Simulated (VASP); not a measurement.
Wanted: the native input for a VASP 6.6.1 run.

```yaml
Task: single point
Functional: r2SCAN
Potentials_or_basis: VASP PAW PBE potentials, release 64 (W_sv)
Cutoff: 550 eV
k_mesh: 14 × 14 × 14
Occupations: fermi-dirac, width 0.05 eV
Spin: no spin polarisation
Dipole_correction: no
Further_INCAR_settings: ALGO = Normal; EDIFF = 1e-06; NBANDS = 13
```

Crystal: W.

```
W
1.0
     0.00000    2.05671    2.05671
     2.05671    0.00000    2.05671
     2.05671    2.05671    0.00000
W
1
Direct
  0.00000 0.00000 0.00000
```

This isn't the form of W at room conditions, which is bcc.

One way to write it, as run:

POSCAR

```
W
1.0
    0.0000000000      2.0567135898      2.0567135898
    2.0567135898      0.0000000000      2.0567135898
    2.0567135898      2.0567135898      0.0000000000
W
1
Direct
    0.0000000000      0.0000000000      0.0000000000
```

INCAR.step1

```
PREC = Accurate
ENCUT = 550
ISMEAR = -1
SIGMA = 0.05
LREAL = False
LASPH = True
NELM = 120
NBANDS = 13
GGA = PE
ALGO = Normal
EDIFF = 1E-5
LWAVE = True
LCHARG = False
GGA_COMPAT = False
```

INCAR.step2

```
PREC = Accurate
ENCUT = 550
EDIFF = 1E-6
ISMEAR = -1
SIGMA = 0.05
LREAL = False
LASPH = True
NELM = 120
ALGO = Normal
ISIF = 2
LWAVE = False
LCHARG = True
METAGGA = R2SCAN
LMIXTAU = True
LELF = True
LVHAR = True
NBANDS = 13
ISTART = 1
GGA_COMPAT = False
```

KPOINTS

```
Automatic mesh
0
Gamma
  14 14 14
```

Potentials or basis: VASP PAW PBE potentials, release 64 (W_sv).

The run is started by

```console
$ cat potpaw_PBE.64/W_sv/POTCAR > POTCAR
$ cp INCAR.step1 INCAR
$ mpirun -np 1 vasp_std > vasp.out
$ cp INCAR.step2 INCAR
$ mpirun -np 1 vasp_std > vasp.out
```

It gave:

| Property | Result |
| --- | --- |
| Pressure | -17.5 GPa |
| Band gap on the k mesh | zero (bands 7 and 8 overlap by 3.22 eV) |

Caveat: the cell stands under tension; the PAW data sets were made with another functional, which shifts forces and pressure a little; spin-orbit coupling is left out, which moves the levels of the heavy elements.

Run time: 110 s on 1 thread of Intel Xeon 8259CL, with other jobs on the host, peak memory 0.16 GiB.
